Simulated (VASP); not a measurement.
# CaO (Fm-3m) in VASP: further runs, part 2 of 2

VASP 6.6.1.

## (4) Single point, HSE06 (strain +1.0%)

POSCAR

```
CaO
1.0
    0.0000000000      2.4215256147      2.4215256147
    2.4215256147      0.0000000000      2.4215256147
    2.4215256147      2.4215256147      0.0000000000
Ca O
1 1
Direct
    0.0000000000      0.0000000000      0.0000000000
    0.5000000000      0.5000000000      0.5000000000
```

INCAR.step1

```
SYSTEM = CaO
  PREC = Accurate
  ENCUT = 520
  EDIFF = 1E-5
  ISMEAR = 0
  SIGMA = 0.01
  LREAL = .FALSE.
  LASPH = .TRUE.
  NELM = 100
  ALGO = Normal
  ISIF = 2
  LWAVE = .TRUE.
  NBANDS = 15
  GGA = PE
```

INCAR.step2

```
SYSTEM = CaO
  PREC = Accurate
  ENCUT = 520
  EDIFF = 1E-6
  ISMEAR = 0
  SIGMA = 0.01
  LREAL = .FALSE.
  LASPH = .TRUE.
  NELM = 100
  ALGO = Normal
  ISIF = 2
  LWAVE = .FALSE.
  LCHARG = .TRUE.
  GGA = PE
  LHFCALC = .TRUE.
  HFSCREEN = 0.2079
  PRECFOCK = Normal
  LELF = .TRUE.
  LVHAR = .TRUE.
  NBANDS = 15
  ISTART = 1
```

KPOINTS

```
regular mesh
0
G
  6 6 6
  0 0 0
```

Potentials or basis: VASP PAW PBE potentials, release 64 (Ca_sv, O).

On the command line:

```console
$ cat potpaw_PBE.64/Ca_sv/POTCAR potpaw_PBE.64/O/POTCAR > POTCAR
$ cp INCAR.step1 INCAR
$ mpirun -np 1 vasp_std > vasp.out
$ cp INCAR.step2 INCAR
$ mpirun -np 1 vasp_std > vasp.out
```

OUTCAR:

```text
SYSTEM = CaO
   PREC = Accurate
   ENCUT = 520
   EDIFF = 1E-6
   ISMEAR = 0
   LREAL = .FALSE.
   LASPH = .TRUE.
   NELM = 100
   ISIF = 2
   GGA = PE
   LHFCALC = .TRUE.
   HFSCREEN = 0.2079
   PRECFOCK = Normal
   ISTART = 1

 ion  position               nearest neighbor table
   1  0.000  0.000  0.000-   2 2.42   2 2.42   2 2.42   2 2.42   2 2.42   2 2.42
   2  0.500  0.500  0.500-   1 2.42   1 2.42   1 2.42   1 2.42   1 2.42   1 2.42

  LATTYP: Found a face centered cubic cell.
 ALAT       =     4.8430512294

  Lattice vectors:

 A1 = (   0.0000000000,   2.4215256147,   2.4215256147)
 A2 = (   2.4215256147,   0.0000000000,   2.4215256147)
 A3 = (   2.4215256147,   2.4215256147,   0.0000000000)

Analysis of symmetry for initial positions (statically):
=====================================================================
 Subroutine PRICEL returns:
 Original cell was already a primitive cell.

 Routine SETGRP: Setting up the symmetry group for a
 face centered cubic supercell.

 Subroutine GETGRP returns: Found 48 space group operations
 (whereof 48 operations were pure point group operations)
 out of a pool of 48 trial point group operations.

The static configuration has the point symmetry O_h .

Analysis of symmetry for dynamics (positions and initial velocities):
=====================================================================
 Subroutine PRICEL returns:
 Original cell was already a primitive cell.

 Routine SETGRP: Setting up the symmetry group for a
 face centered cubic supercell.

 Subroutine GETGRP returns: Found 48 space group operations
 (whereof 48 operations were pure point group operations)
 out of a pool of 48 trial point group operations.

The dynamic configuration has the point symmetry O_h .

 Subroutine INISYM returns: Found 48 space group operations
 (whereof 48 operations are pure point group operations),
 and found     1 'primitive' translations
[... 121 lines left out ...]
   ENCUTFOCK=  -1.0 apply spherical cutoff to Coloumb kernel
   IVDW    =     0    specifies the selected vdW correction
   LEPSILON=     F    determine dielectric tensor
   LRPA    =     F    only Hartree local field effects (RPA)
 non-spin polarized calculation
 Gauss-broadening in eV      SIGMA  =   0.01
  energy-cutoff  :      520.00
  volume of cell :       28.40
 maximum number of plane-waves:       778
 NGX is ok and might be reduce to    28
  NGX = 20; NGY = 20; NGZ = 20

 number of electron      16.0000000 magnetization

 Free energy of the ion-electron system (eV)
  ---------------------------------------------------
  ext. energy  EPLUGINS =         0.00000000
  ---------------------------------------------------
  free energy    TOTEN  =       -14.87437893 eV

  energy without entropy =      -14.87437893  energy(sigma->0) =      -14.87437893

 E-fermi :   1.2760     XC(G=0):  -8.5294

 val. band max:        1.1696202402   @ k =   0.0000   0.0000   0.0000
 cond. band min:       6.4648938685   @ k =   0.5000   0.5000   0.0000
 fundamental gap:      5.2952736283
 Fermi energy:         1.2760191197

 k-point     1 :       0.0000    0.0000    0.0000
  band No.  band energies     occupation
      1     -39.1204      2.00000
      2     -18.4259      2.00000
      3     -18.4259      2.00000
      4     -18.4259      2.00000
      5     -15.8246      2.00000
      6       1.1696      2.00000
      7       1.1696      2.00000
      8       1.1696      2.00000
      9       7.1929      0.00000
     10       9.2926      0.00000
     11       9.2926      0.00000
     12       9.2926      0.00000
     13      10.8828      0.00000
     14      10.8828      0.00000
[... 257 lines left out ...]
      2     -18.9228      2.00000
      3     -18.8288      2.00000
      4     -18.7404      2.00000
      5     -15.2367      2.00000
      6      -0.1604      2.00000
      7       0.0433      2.00000
      8       0.3053      2.00000
      9       7.9007      0.00000
     10      10.7472      0.00000
     11      11.4952      0.00000
     12      12.9406      0.00000
     13      13.0182      0.00000
     14      15.9850      0.00000
     15      16.4277      0.00000

------------------------ aborting loop because EDIFF is reached ----------------------------------------

  FORCE on cell =-STRESS in cart. coord.  units (eV):
  Direction    XX          YY          ZZ          XY          YZ          ZX
  --------------------------------------------------------------------------------------
  -------------------------------------------------------------------------------------
  Total       -0.4192526     -0.4192526     -0.4192526      0.0000000      0.0000000      0.0000000
  in kB      -23.6531586    -23.6531586    -23.6531586      0.0000000      0.0000000      0.0000000
  external PRESSURE =     -23.6531586 kB  Pullay stress =       0.0000000 kB

 VOLUME and BASIS-vectors are now :
 -----------------------------------------------------------------------------
  energy-cutoff  :      520.00
  volume of cell :       28.40
      direct lattice vectors                 reciprocal lattice vectors
     0.000000000  2.421525615  2.421525615    -0.206481400  0.206481400  0.206481400
     2.421525615  0.000000000  2.421525615     0.206481400 -0.206481400  0.206481400
     2.421525615  2.421525615  0.000000000     0.206481400  0.206481400 -0.206481400

 POSITION                                       TOTAL-FORCE (eV/Angst)
 -----------------------------------------------------------------------------------
      0.00000      0.00000      0.00000         0.000000      0.000000      0.000000
      2.42153      2.42153      2.42153         0.000000      0.000000      0.000000
 -----------------------------------------------------------------------------------
    total drift:                                0.000000      0.000000      0.000000

  FREE ENERGIE OF THE ION-ELECTRON SYSTEM (eV)
  ---------------------------------------------------
  free  energy   TOTEN  =       -14.8743789291 eV

  energy  without entropy=      -14.8743789291  energy(sigma->0) =      -14.87437893
```

OSZICAR.step1:

```text
N       E                     dE             d eps       ncg     rms          rms(c)
DAV:   1     0.125809078072E+03    0.12581E+03   -0.82944E+03   480   0.108E+03
DAV:   2    -0.908619710977E+01   -0.13490E+03   -0.12605E+03   613   0.292E+02
DAV:   3    -0.143598336964E+02   -0.52736E+01   -0.52321E+01   578   0.598E+01
DAV:   4    -0.145125738442E+02   -0.15274E+00   -0.15264E+00   659   0.907E+00
DAV:   5    -0.145159976060E+02   -0.34238E-02   -0.34237E-02   593   0.936E-01    0.857E+00
DAV:   6    -0.128855077777E+02    0.16305E+01   -0.51888E+00   544   0.219E+01    0.365E+00
DAV:   7    -0.128088983760E+02    0.76609E-01   -0.42758E-01   537   0.661E+00    0.181E+00
DAV:   8    -0.128064162566E+02    0.24821E-02   -0.76913E-02   613   0.298E+00    0.416E-01
DAV:   9    -0.128049737041E+02    0.14426E-02   -0.47230E-03   487   0.561E-01    0.110E-01
DAV:  10    -0.128056631368E+02   -0.68943E-03   -0.78647E-04   579   0.250E-01    0.442E-02
DAV:  11    -0.128056379155E+02    0.25221E-04   -0.52325E-05   579   0.853E-02    0.703E-03
DAV:  12    -0.128056377696E+02    0.14588E-06   -0.76070E-06   457   0.242E-02
   1 F= -.12805638E+02 E0= -.12805638E+02  d E =-.500383-105
```

Run time: 55 min. Hardware: 1 thread of Oxide Virtual Turin-like, shared host; peak memory 0.23 GiB.

Results:

```
Free energy            : -14.8744 eV
Pressure               : -2.4 GPa
Band gap on the k mesh : 5.30 eV (least direct gap 5.72 eV)
```

Caveat: the cell differs from its parent crystal (strain +1.0%); the PAW data sets were made with another functional, which shifts forces and pressure a little.

## (5) Summary

```tsv
cell	gap on the mesh (eV)	pressure (GPa)
a = 3.289 Å, angles 60.0°, 2 atoms	5.26	14.2
a = 3.323 Å, angles 60.0°, 2 atoms	5.28	9.2
a = 3.425 Å, angles 60.0°, 2 atoms	5.30	-2.4
```

Alike in all rows: task single point; level HSE06; potentials or basis VASP PAW PBE potentials, release 64 (Ca_sv, O); no spin polarisation; k mesh 6 × 6 × 6; cutoff (eV) 520; smearing gaussian 0.01 eV.

Caveats: the PAW data sets were made with another functional, which shifts forces and pressure a little; the cell stands under pressure (at least some runs).

Absolute energies hang on the potentials; compare differences alone.
